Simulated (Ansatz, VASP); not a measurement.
## Two plane-wave programs on SnTe

```xyz
2
Lattice="0.0000 3.5840 3.5840 3.5840 0.0000 3.5840 3.5840 3.5840 0.0000" Properties=species:S:1:pos:R:3 pbc="T T T"
Sn    0.0000    0.0000    0.0000
Te    1.7920    1.7920    1.7920
```

Alike in both runs: task single point; functional PBE; k mesh 6 × 6 × 6; occupations fermi-dirac, width 0.02 eV; no spin polarisation.

```csv
,VASP,Ansatz
version,VASP 6.6.1,Ansatz 0.2.0
potentials or method,"VASP PAW PBE potentials, release 64 (Sn_d, Te)","plane waves, PAW"
plane-wave cutoff (eV),520,420
valence electrons in the cell,20,30
```

|  | VASP | Ansatz | Ansatz less VASP |
| --- | --- | --- | --- |
| pressure (GPa) | 0.5 | 0.5 | +0.01 |

The functional is the same, so the differences come from potentials, cutoffs and numerics. VASP's potentials hold 20 valence electrons a cell and Ansatz's 30, so a difference there can come from the potentials and not from the codes.

Neither program's run includes spin-orbit coupling.
